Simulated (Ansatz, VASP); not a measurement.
# One calculation of GaGe, two programs

The input INCAR:

```
PREC     = Accurate       # precision mode
ENCUT    = 520            # plane-wave cutoff, eV
EDIFF    = 1E-6           # SCF threshold, eV
ISMEAR   = 0              # smearing method
SIGMA    = 0.15           # smearing width, eV
LREAL    = F              # projectors in reciprocal space
LASPH    = T              # aspherical terms in the spheres
NELM     = 60             # most SCF steps
ALGO     = Normal         # electronic algorithm
ISIF     = 2              # what is computed and relaxed
LWAVE    = F              # write WAVECAR
LCHARG   = T              # write CHGCAR
LELF     = T              # ELF
LVHAR    = T            
NBANDS   = 20             # bands
```

The input KPOINTS:

```
Automatic mesh
0
Gamma
  14 14 14
```

The input POSCAR:

```
GaGe
1.0
    0.0000000000      2.8978440000      2.8978440000
    3.3325206000      0.0000000000      2.8978440000
    3.3325206000      2.8978440000      0.0000000000
Ga Ge
1 1
Direct
    0.7500000000      0.7500000000      0.7500000000
    0.0000000000      0.0000000000      0.0000000000
```

Input for Ansatz:

```yaml
crystal:
  lattice:
    - [0.0, 2.897844, 2.897844]
    - [3.3325206, 0.0, 2.897844]
    - [3.3325206, 2.897844, 0.0]
  atoms:
    - { symbol: Ga, position: [0.75, 0.75, 0.75] }
    - { symbol: Ge, position: [0.0, 0.0, 0.0] }
basis:
  ecutwfc: 420
kpoints:
  mp_grid: { grid: [14, 14, 14] }
hamiltonian:
  xc: lda
scf:
  occupations: { method: gaussian, width: 0.15 }
output:
  forces: true
  stress: true
  eigenvalues: true
```

Change from the starting cell: strain +0.1500 x Voigt [1, 0, 0, 0, 0, 0], atoms carried along.

Alike in both runs: task single point; functional LDA; k mesh 14 × 14 × 14; occupations gaussian, width 0.15 eV; no spin polarisation.

|  | VASP | Ansatz |
| --- | --- | --- |
| version | VASP 6.6.1 | Ansatz 0.2.0 |
| potentials or method | VASP PAW LDA potentials, release 64 (Ga_d, Ge_d), cutoff 520 eV | scalar-relativistic, plane waves, PAW |
| valence electrons in the cell | 27 | 27 |

|  | VASP | Ansatz | Ansatz less VASP |
| --- | --- | --- | --- |
| gap on the k mesh at the Fermi level (eV) | none | none | - |
| pressure (GPa) | -8.1 | -8.2 | -0.04 |
| traceless stress, the component that is largest in VASP (GPa) | -0.56 | -0.57 | -0.008 |

LDA's correlation is that of Perdew and Zunger in VASP and of Perdew and Wang (1992) in Ansatz. A gap of «none» marks a metal or a gap that the smearing closes.
